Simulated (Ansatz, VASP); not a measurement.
# Two plane-wave programs on Al36H

Contents of INCAR:

```
PREC     = Accurate       # precision mode
ENCUT    = 520            # plane-wave cutoff, eV
EDIFF    = 1E-6           # SCF threshold, eV
ISMEAR   = 0              # smearing method
SIGMA    = 0.1            # smearing width, eV
LREAL    = Auto         
LASPH    = T              # aspherical terms in the spheres
NELM     = 60             # most SCF steps
ALGO     = Normal         # electronic algorithm
ISIF     = 2              # what is computed and relaxed
LWAVE    = F              # write WAVECAR
LCHARG   = T              # write CHGCAR
LDIPOL   = T            
IDIPOL   = 3            
DIPOL    = 0.5 0.5 0.378
GGA      = PE             # functional
IVDW     = 12             # dispersion correction
LELF     = T              # ELF
LVHAR    = T            
LVACPOTAV= T            
NBANDS   = 78             # bands
```

Contents of KPOINTS:

```
Automatic mesh
0
Gamma
  6 6 1
```

The input POSCAR:

```
Al36H
1.0
    5.6288445219      0.0000000000      0.0000000000
   -2.8144222609      4.8747223499      0.0000000000
    0.0000000000      0.0000000000     35.9073562080
Al H
36 1
Direct
    0.1666666667      0.3333333333      0.1113977865
    0.1666666667      0.8333333333      0.1113977865
    0.6666666667      0.3333333333      0.1113977865
    0.6666666667      0.8333333333      0.1113977865
    0.0000000000      0.0000000000      0.1757372983
    0.0000000000      0.5000000000      0.1757372983
    0.5000000000      0.0000000000      0.1757372983
    0.5000000000      0.5000000000      0.1757372983
    0.3333333333      0.1666666667      0.2400768102
    0.3333333333      0.6666666667      0.2400768102
    0.8333333333      0.1666666667      0.2400768102
    0.8333333333      0.6666666667      0.2400768102
    0.0000000000      0.0000000000      0.3044163221
    0.0000000000      0.5000000000      0.3044163221
    0.5000000000      0.0000000000      0.3044163221
    0.5000000000      0.5000000000      0.3044163221
    0.1666666667      0.3333333333      0.3682539347
    0.1666666667      0.8333333333      0.3682539347
    0.6666666667      0.3333333333      0.3682539347
    0.6666666667      0.8333333333      0.3682539347
    0.0000000000      0.0000000000      0.4320699059
    0.0000000000      0.5000000000      0.4320699059
    0.5000000000      0.0000000000      0.4320699059
    0.5000000000      0.5000000000      0.4320699059
    0.3333333333      0.1666666667      0.4967844642
    0.3333333333      0.6666666667      0.4967844642
    0.8333333333      0.1666666667      0.4967844642
    0.8333333333      0.6666666667      0.4967844642
    0.0000000000      0.0000000000      0.5611166564
    0.0000000000      0.5000000000      0.5611166564
    0.5000000000      0.0000000000      0.5611166564
    0.5000000000      0.5000000000      0.5611166564
    0.1666666667      0.3333333333      0.6268174153
    0.1666666667      0.8333333333      0.6268174153
    0.6666666667      0.3333333333      0.6268174153
    0.6666666667      0.8333333333      0.6268174153
    0.2500000000      0.5000000000      0.7131506998
```

Input for Ansatz:

```yaml
crystal:
  lattice:
    - [5.6288445219, 0.0, 0.0]
    - [-2.8144222609, 4.8747223499, 0.0]
    - [0.0, 0.0, 35.907356208]
  atoms:
    - { symbol: Al, position: [0.1666666667, 0.3333333333, 0.1113977865] }
    - { symbol: Al, position: [0.1666666667, 0.8333333333, 0.1113977865] }
    - { symbol: Al, position: [0.6666666667, 0.3333333333, 0.1113977865] }
    - { symbol: Al, position: [0.6666666667, 0.8333333333, 0.1113977865] }
    - { symbol: Al, position: [0.0, 0.0, 0.1757372983] }
    - { symbol: Al, position: [0.0, 0.5, 0.1757372983] }
    - { symbol: Al, position: [0.5, 0.0, 0.1757372983] }
    - { symbol: Al, position: [0.5, 0.5, 0.1757372983] }
    - { symbol: Al, position: [0.3333333333, 0.1666666667, 0.2400768102] }
    - { symbol: Al, position: [0.3333333333, 0.6666666667, 0.2400768102] }
    - { symbol: Al, position: [0.8333333333, 0.1666666667, 0.2400768102] }
    - { symbol: Al, position: [0.8333333333, 0.6666666667, 0.2400768102] }
    - { symbol: Al, position: [0.0, 0.0, 0.3044163221] }
    - { symbol: Al, position: [0.0, 0.5, 0.3044163221] }
    - { symbol: Al, position: [0.5, 0.0, 0.3044163221] }
    - { symbol: Al, position: [0.5, 0.5, 0.3044163221] }
    - { symbol: Al, position: [0.1666666667, 0.3333333333, 0.3682539347] }
    - { symbol: Al, position: [0.1666666667, 0.8333333333, 0.3682539347] }
    - { symbol: Al, position: [0.6666666667, 0.3333333333, 0.3682539347] }
    - { symbol: Al, position: [0.6666666667, 0.8333333333, 0.3682539347] }
    - { symbol: Al, position: [0.0, 0.0, 0.4320699059] }
    - { symbol: Al, position: [0.0, 0.5, 0.4320699059] }
    - { symbol: Al, position: [0.5, 0.0, 0.4320699059] }
    - { symbol: Al, position: [0.5, 0.5, 0.4320699059] }
    - { symbol: Al, position: [0.3333333333, 0.1666666667, 0.4967844642] }
    - { symbol: Al, position: [0.3333333333, 0.6666666667, 0.4967844642] }
    - { symbol: Al, position: [0.8333333333, 0.1666666667, 0.4967844642] }
    - { symbol: Al, position: [0.8333333333, 0.6666666667, 0.4967844642] }
    - { symbol: Al, position: [0.0, 0.0, 0.5611166564] }
    - { symbol: Al, position: [0.0, 0.5, 0.5611166564] }
    - { symbol: Al, position: [0.5, 0.0, 0.5611166564] }
    - { symbol: Al, position: [0.5, 0.5, 0.5611166564] }
    - { symbol: Al, position: [0.1666666667, 0.3333333333, 0.6268174153] }
    - { symbol: Al, position: [0.1666666667, 0.8333333333, 0.6268174153] }
    - { symbol: Al, position: [0.6666666667, 0.3333333333, 0.6268174153] }
    - { symbol: Al, position: [0.6666666667, 0.8333333333, 0.6268174153] }
    - { symbol: H, position: [0.25, 0.5, 0.7131506998] }
basis:
  ecutwfc: 420
kpoints:
  mp_grid: { grid: [6, 6, 1] }
hamiltonian:
  xc: pbe
  pseudopotentials: { kind: paw, azcp: { folder: soft_1 } }
  dispersion: d3bj
scf:
  occupations: { method: gaussian, width: 0.1 }
output:
  forces: true
  eigenvalues: true
efield:
  axis: 3
  dipole_correction: true
  ramp_width: 0.04
```

Alike in both runs: task single point; functional PBE; dispersion D3(BJ); k mesh 6 × 6 × 1; occupations gaussian, width 0.1 eV; no spin polarisation.

|  | VASP | Ansatz |
| --- | --- | --- |
| version | VASP 6.6.1 | Ansatz 0.2.0 |
| potentials or method | VASP PAW PBE potentials, release 64 (Al, H), cutoff 520 eV | scalar-relativistic, plane waves, PAW |
| valence electrons in the cell | 109 | 109 |

|  | VASP | Ansatz | Ansatz less VASP |
| --- | --- | --- | --- |
| gap on the k mesh at the Fermi level (eV) | none | none | - |
| rms of the force components (eV/Å) | 0.115 | 0.115 | +0.0001 |
| work function, face that differs most (eV) | 6.08 | 6.09 | +0.014 |

Atom by atom the forces differ by 0.002 eV/Å (rms over components). A gap of «none» marks a metal or a gap that the smearing closes.
